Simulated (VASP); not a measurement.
# BaS (P-6m2) in VASP: notebook, part 2 of 2

VASP 6.6.1.

## (4) Relaxation of shape and atoms at fixed volume, r2SCAN (32.72 Å³/atom)

This run uses another cell than the first one, of 32.72 Å³/atom.

The input, POSCAR:

```
BaS
1.0
    4.3601207102      0.0000000000      0.0000000000
   -2.1800603551      3.7759752986      0.0000000000
    0.0000000000      0.0000000000      3.9748508368
Ba S
1 1
Direct
    0.0000000000      0.0000000000      0.0000000000
    0.6666666667      0.3333333333      0.5000000000
```

The input, INCAR.step1:

```
SYSTEM = BaS
PREC = Accurate
ENCUT = 600
ISMEAR = 0
SIGMA = 0.05
LREAL = .FALSE.
LASPH = .TRUE.
NELM = 80
GGA = PE
ALGO = Normal
EDIFF = 1E-4
LWAVE = .TRUE.
LCHARG = .FALSE.
```

The input, INCAR.step2:

```
SYSTEM = BaS
PREC = Accurate
ENCUT = 600
EDIFF = 1E-6
ISMEAR = 0
SIGMA = 0.05
LREAL = .FALSE.
LASPH = .TRUE.
NELM = 80
ALGO = Normal
ISIF = 4
LWAVE = .FALSE.
LCHARG = .FALSE.
METAGGA = R2SCAN
LMIXTAU = .TRUE.
IBRION = 2
NSW = 60
EDIFFG = -0.01
ISTART = 1
```

The input, KPOINTS:

```
regular mesh
0
G
  6 6 6
  0 0 0
```

Started as:

```
$ cat potpaw_PBE.64/Ba_sv/POTCAR potpaw_PBE.64/S/POTCAR > POTCAR
$ cp INCAR.step1 INCAR
$ mpirun -np 1 vasp_std > vasp.out
$ cp INCAR.step2 INCAR
$ mpirun -np 1 vasp_std > vasp.out
```

Run time: 2 min. Hardware: 1 thread of Intel Xeon Platinum 8259CL at 2.50GHz (Skylake/Cascade Lake), shared host; peak memory 0.22 GiB.

Results (log left out):

```yaml
Free_energy: -38.9132 eV
Energy_gained_by_relaxing: 0.1 meV/atom
Ionic_steps: 2
Pressure_after_relaxing: 0.6 GPa
Band_gap_on_the_k_mesh: 2.34 eV
```

Step by step:
| step | energy change (eV) | largest force (eV/Å) | pressure (GPa) | volume (Å³) |
| --- | --- | --- | --- | --- |
| 1 | 0.0000 | 0.0000 | 0.64 | 65.44 |
| 2 | -0.0001 | 0.0000 | 0.63 | 65.44 |

Final structure:
```
CELL_PARAMETERS angstrom
4.35619 0.00000 0.00000
-2.17810 3.77257 0.00000
0.00000 0.00000 3.98203
ATOMIC_POSITIONS crystal
Ba 0.00000 0.00000 0.00000
S 0.66667 0.33333 0.50000
```

Levels at points of the mesh, in eV from the valence-band top:
```csv
k point,band 6,band 7,band 8,band 9,band 10,band 11
"(0.00, 0.00, 0.00)",-0.79,-0.79,0.00,2.34,3.61,6.05
"(0.50, 0.00, 0.00)",-1.98,-0.67,-0.43,2.53,5.85,6.27
"(0.00, 0.00, 0.50)",-2.39,-0.65,-0.65,4.31,4.31,5.27
"(0.50, 0.00, 0.50)",-1.64,-1.26,-1.25,3.92,5.44,7.38
```

Caveat: the PAW data sets were made with another functional, which shifts forces and pressure a little; spin-orbit coupling is left out, which moves the levels of the heavy elements.

## (5) Relaxation of shape and atoms at fixed volume, r2SCAN

This run uses another cell than the first one, of 32.85 Å³/atom.

The input, POSCAR:

```
BaS
1.0
    4.3659497555      0.0000000000      0.0000000000
   -2.1829748777      3.7810233999      0.0000000000
    0.0000000000      0.0000000000      3.9801648148
Ba S
1 1
Direct
    0.0000000000      0.0000000000      0.0000000000
    0.6666666667      0.3333333333      0.5000000000
```

The input, INCAR.step1:

```
ALGO = Normal
EDIFF = 1E-4
ENCUT = 600
GGA = PE
ISMEAR = 0
LASPH = True
LCHARG = False
LREAL = False
LWAVE = True
NELM = 100
PREC = Accurate
SIGMA = 0.05
```

The input, INCAR.step2:

```
ALGO = Normal
EDIFF = 1E-6
EDIFFG = -0.02
ENCUT = 600
IBRION = 2
ISIF = 4
ISMEAR = 0
ISTART = 1
LASPH = True
LCHARG = False
LMIXTAU = True
LREAL = False
LWAVE = False
METAGGA = R2SCAN
NELM = 100
NSW = 60
PREC = Accurate
SIGMA = 0.05
```

The input, KPOINTS:

```
k-points
0
Gamma
  6 6 6
```

Started as:

```
$ cat potpaw_PBE.64/Ba_sv/POTCAR potpaw_PBE.64/S/POTCAR > POTCAR
$ cp INCAR.step1 INCAR
$ mpirun -np 1 vasp_std > vasp.out
$ cp INCAR.step2 INCAR
$ mpirun -np 1 vasp_std > vasp.out
```

Wall time 1.8 min (1 thread of Intel Xeon Platinum 8259CL at 2.50GHz (Skylake/Cascade Lake), shared host); peak memory 0.23 GiB.

The run converged. Its results:

* Free energy: -38.9141 eV
* Energy gained by relaxing: 0.0 meV/atom
* Ionic steps: 2
* Pressure after relaxing: 0.5 GPa
* Band gap on the k mesh: 2.34 eV

Final structure:
```
Ba S
1.0
     4.36260    0.00000    0.00000
    -2.18130    3.77812    0.00000
     0.00000    0.00000    3.98629
Ba S
1 1
Direct
  0.00000 0.00000 0.00000
  0.66667 0.33333 0.50000
```

Levels at points of the mesh, in eV from the valence-band top:
```tsv
k point	band 5	band 6	band 7	band 8	band 9	band 10	band 11	band 12
(0.00, 0.00, 0.00)	-11.15	-0.79	-0.79	0.00	2.34	3.59	6.03	6.03
(0.50, 0.00, 0.00)	-10.17	-1.97	-0.66	-0.43	2.53	5.84	6.27	6.92
(0.00, 0.00, 0.50)	-9.84	-2.38	-0.65	-0.65	4.31	4.31	5.27	5.27
(0.50, 0.00, 0.50)	-10.74	-1.63	-1.25	-1.25	3.92	5.43	7.36	7.80
```

Caveat: the PAW data sets were made with another functional, which shifts forces and pressure a little; spin-orbit coupling is left out, which moves the levels of the heavy elements.

## (6) Relaxation of shape and atoms at fixed volume, r2SCAN (33.37 Å³/atom)

This run uses another cell than the first one, of 33.37 Å³/atom.

The input, POSCAR:

```
BaS
1.0
    4.3889965233      0.0000000000      0.0000000000
   -2.1944982617      3.8009824863      0.0000000000
    0.0000000000      0.0000000000      4.0011751194
Ba S
1 1
Direct
    0.0000000000      0.0000000000      0.0000000000
    0.6666666667      0.3333333333      0.5000000000
```

The input, INCAR.step1:

```
PREC = Accurate
ENCUT = 600
ISMEAR = 0
SIGMA = 0.05
LREAL = F
LASPH = T
NELM = 100
GGA = PE
ALGO = Normal
EDIFF = 1E-4
LWAVE = T
LCHARG = F
```

The input, INCAR.step2:

```
PREC = Accurate
ENCUT = 600
EDIFF = 1E-6
ISMEAR = 0
SIGMA = 0.05
LREAL = F
LASPH = T
NELM = 100
ALGO = Normal
ISIF = 4
LWAVE = F
LCHARG = F
METAGGA = R2SCAN
LMIXTAU = T
IBRION = 2
NSW = 60
EDIFFG = -0.01
ISTART = 1
```

The input, KPOINTS:

```
regular mesh
0
Gamma
  6 6 6
```

Potentials or basis: VASP PAW PBE potentials, release 64 (Ba_sv, S).

Started as:

```
$ cat potpaw_PBE.64/Ba_sv/POTCAR potpaw_PBE.64/S/POTCAR > POTCAR
$ cp INCAR.step1 INCAR
$ mpirun -np 1 vasp_std > vasp.out
$ cp INCAR.step2 INCAR
$ mpirun -np 1 vasp_std > vasp.out
```

OUTCAR:

```text
PREC = Accurate
   ENCUT = 600
   EDIFF = 1E-6
   ISMEAR = 0
   LREAL = F
   LASPH = T
   NELM = 100
   ISIF = 4
   METAGGA = R2SCAN
   IBRION = 2
   NSW = 60
   EDIFFG = -0.01
   ISTART = 1

 ion  position               nearest neighbor table
   1  0.000  0.000  0.000-   2 3.23   2 3.23   2 3.23   2 3.23   2 3.23   2 3.23
   2  0.667  0.333  0.500-   1 3.23   1 3.23   1 3.23   1 3.23   1 3.23   1 3.23

  LATTYP: Found a hexagonal cell.
 ALAT       =     4.3889965233
 C/A-ratio  =     0.9116377965

  Lattice vectors:

 A1 = (   4.3889965233,   0.0000000000,   0.0000000000)
 A2 = (  -2.1944982617,   3.8009824863,   0.0000000000)
 A3 = (   0.0000000000,   0.0000000000,   4.0011751194)

Analysis of symmetry for initial positions (statically):
=====================================================================
 Subroutine PRICEL returns:
 Original cell was already a primitive cell.

 Routine SETGRP: Setting up the symmetry group for a
 hexagonal supercell.

 Subroutine GETGRP returns: Found 12 space group operations
 (whereof 12 operations were pure point group operations)
 out of a pool of 24 trial point group operations.

The static configuration has the point symmetry D_3h.

Analysis of symmetry for dynamics (positions and initial velocities):
=====================================================================
 Subroutine PRICEL returns:
 Original cell was already a primitive cell.

 Routine SETGRP: Setting up the symmetry group for a
 hexagonal supercell.

 Subroutine GETGRP returns: Found 12 space group operations
 (whereof 12 operations were pure point group operations)
 out of a pool of 24 trial point group operations.

The dynamic configuration has the point symmetry D_3h.

 Subroutine INISYM returns: Found 12 space group operations
 (whereof 12 operations are pure point group operations),
 and found     1 'primitive' translations

----------------------------------------------------------------------------------------

                                     Primitive cell

  volume of cell :      66.7496

  direct lattice vectors                    reciprocal lattice vectors
     4.388996523  0.000000000  0.000000000     0.227842514  0.131544937  0.000000000
    -2.194498262  3.800982486  0.000000000     0.000000000  0.263089873  0.000000000
     0.000000000  0.000000000  4.001175119     0.000000000  0.000000000  0.249926577

  length of vectors
     4.388996523  4.388996523  4.001175119     0.263089873  0.263089873  0.249926577

  position of ions in fractional coordinates (direct lattice)
     0.000000000  0.000000000  0.000000000
     0.666666667  0.333333333  0.500000000

  ion indices of the primitive-cell ions
   primitive index   ion index
                 1           1
                 2           2

----------------------------------------------------------------------------------------

[... 110 lines left out ...]

 number of electron      15.9999998 magnetization

 Free energy of the ion-electron system (eV)
  ---------------------------------------------------
  ext. energy  EPLUGINS =         0.00000000
  ---------------------------------------------------
  free energy    TOTEN  =       -38.91494329 eV

  energy without entropy =      -38.91494329  energy(sigma->0) =      -38.91494329

------------------------ aborting loop because EDIFF is reached ----------------------------------------

  FORCE on cell =-STRESS in cart. coord.  units (eV):
  Direction    XX          YY          ZZ          XY          YZ          ZX
  --------------------------------------------------------------------------------------
  -------------------------------------------------------------------------------------
  Total       -0.0967788     -0.0967788     -0.0660460      0.0000000      0.0000000     -0.0000000
  in kB       -2.3229610     -2.3229610     -1.5852883      0.0000000      0.0000000     -0.0000000
  external PRESSURE =      -2.0770701 kB  Pullay stress =       0.0000000 kB

 VOLUME and BASIS-vectors are now :
 -----------------------------------------------------------------------------
  energy-cutoff  :      600.00
  volume of cell :       66.75
      direct lattice vectors                 reciprocal lattice vectors
     4.388996523  0.000000000  0.000000000     0.227842514  0.131544937  0.000000000
    -2.194498262  3.800982486  0.000000000     0.000000000  0.263089873  0.000000000
     0.000000000  0.000000000  4.001175119     0.000000000  0.000000000  0.249926577

 POSITION                                       TOTAL-FORCE (eV/Angst)
 -----------------------------------------------------------------------------------
      0.00000      0.00000      0.00000         0.000000     -0.000000      0.000000
      2.19450      1.26699      2.00059        -0.000000      0.000000      0.000000
 -----------------------------------------------------------------------------------
    total drift:                               -0.000000      0.000000     -0.000000

  FREE ENERGIE OF THE ION-ELECTRON SYSTEM (eV)
  ---------------------------------------------------
  free  energy   TOTEN  =       -38.9149432865 eV

  energy  without entropy=      -38.9149432865  energy(sigma->0) =      -38.91494329

--------------------------------------- Ionic step        2  -------------------------------------------

 number of electron      15.9999998 magnetization

 Free energy of the ion-electron system (eV)
  ---------------------------------------------------
  ext. energy  EPLUGINS =         0.00000000
  ---------------------------------------------------
  free energy    TOTEN  =       -38.91495061 eV

  energy without entropy =      -38.91495061  energy(sigma->0) =      -38.91495061

 E-fermi :   1.8455     XC(G=0):  -8.9505

 val. band max:        1.5442574876   @ k =   0.0000   0.0000   0.0000
 cond. band min:       3.9058838325   @ k =   0.0000   0.0000   0.0000
 fundamental gap:      2.3616263448
 Fermi energy:         1.8454993763

 k-point     1 :       0.0000    0.0000    0.0000
  band No.  band energies     occupation
      1     -25.9826      2.00000
      2     -10.6195      2.00000
      3     -10.6195      2.00000
      4     -10.4737      2.00000
      5      -9.5721      2.00000
      6       0.7722      2.00000
      7       0.7722      2.00000
      8       1.5443      2.00000
      9       3.9059      0.00000
     10       5.0768      0.00000
     11       7.5306      0.00000
     12       7.5306      0.00000
[... 331 lines left out ...]
 k-point    24 :       0.3333    0.0000    0.5000
  band No.  band energies     occupation
      1     -25.8956      2.00000
      2     -11.3481      2.00000
      3     -10.8891      2.00000
      4     -10.6071      2.00000
      5      -8.9331      2.00000
      6      -0.1897      2.00000
      7       0.4547      2.00000
      8       0.4736      2.00000
      9       5.1054      0.00000
     10       6.5705      0.00000
     11       7.6078      0.00000
     12       8.5089      0.00000

 [... further k-points ...]

------------------------ aborting loop because EDIFF is reached ----------------------------------------

  FORCE on cell =-STRESS in cart. coord.  units (eV):
  Direction    XX          YY          ZZ          XY          YZ          ZX
  --------------------------------------------------------------------------------------
  -------------------------------------------------------------------------------------
  Total       -0.0863825     -0.0863825     -0.0844456      0.0000000      0.0000000      0.0000000
  in kB       -2.0734214     -2.0734214     -2.0269313      0.0000000      0.0000000      0.0000000
  external PRESSURE =      -2.0579247 kB  Pullay stress =       0.0000000 kB

 VOLUME and BASIS-vectors are now :
 -----------------------------------------------------------------------------
  energy-cutoff  :      600.00
  volume of cell :       66.75
      direct lattice vectors                 reciprocal lattice vectors
     4.387912248  0.000000000 -0.000000000     0.227898815  0.131577442  0.000000000
    -2.193956124  3.800043476  0.000000000    -0.000000000  0.263154884 -0.000000000
    -0.000000000  0.000000000  4.003152786     0.000000000  0.000000000  0.249803106

 POSITION                                       TOTAL-FORCE (eV/Angst)
 -----------------------------------------------------------------------------------
     -2.19396      3.80004      0.00000        -0.000000      0.000000     -0.000000
      2.19396      1.26668      2.00158         0.000000     -0.000000      0.000000
 -----------------------------------------------------------------------------------
    total drift:                               -0.000000      0.000000     -0.000000

  FREE ENERGIE OF THE ION-ELECTRON SYSTEM (eV)
  ---------------------------------------------------
  free  energy   TOTEN  =       -38.9149506094 eV

  energy  without entropy=      -38.9149506094  energy(sigma->0) =      -38.91495061

 reached required accuracy - stopping structural energy minimisation
```

It took 1.8 min on 1 thread of Intel Xeon Platinum 8259CL at 2.50GHz (Skylake/Cascade Lake), shared host; peak memory 0.23 GiB.

What came out:

- Free energy: -38.9150 eV
- Energy gained by relaxing: 0.0 meV/atom
- Ionic steps: 2
- Pressure after relaxing: -0.2 GPa
- Band gap on the k mesh: 2.36 eV

Final structure:
```
Ba S
1.0
     4.38791    0.00000    0.00000
    -2.19396    3.80004    0.00000
     0.00000    0.00000    4.00315
Ba S
1 1
Cartesian
  -2.1940 3.8000 0.0000
  2.1940 1.2667 2.0016
```

Caveat: the PAW data sets were made with another functional, which shifts forces and pressure a little; spin-orbit coupling is left out, which moves the levels of the heavy elements.

## (7) Overview

| cell | gap on the mesh (eV) | pressure (GPa) | relaxed volume (Å³/atom) |
| --- | --- | --- | --- |
| relaxed from a = 4.295, b = 4.295, c = 3.932 Å, angles 90.0, 90.0, 120.0°, 2 atoms | 2.28 | 2.6 | - |
| relaxed from a = 4.331, b = 4.331, c = 3.948 Å, angles 90.0, 90.0, 120.0°, 2 atoms | 2.31 | 1.5 | - |
| relaxed from a = 4.360, b = 4.360, c = 3.975 Å, angles 90.0, 90.0, 120.0°, 2 atoms | 2.34 | 0.6 | - |
| relaxed from a = 4.366, b = 4.366, c = 3.980 Å, angles 90.0, 90.0, 120.0°, 2 atoms | 2.34 | 0.5 | 32.85 |
| relaxed from a = 4.389, b = 4.389, c = 4.001 Å, angles 90.0, 90.0, 120.0°, 2 atoms | 2.36 | -0.2 | 33.37 |

Alike in all rows: task relaxation of shape and atoms at fixed volume; level r2SCAN; potentials or basis VASP PAW PBE potentials, release 64 (Ba_sv, S); no spin polarisation; k mesh 6 × 6 × 6; cutoff (eV) 600; smearing gaussian 0.05 eV.

Caveats: the PAW data sets were made with another functional, which shifts forces and pressure a little; spin-orbit coupling is left out, which moves the levels of the heavy elements.

Absolute energies hang on the potentials; compare differences alone.
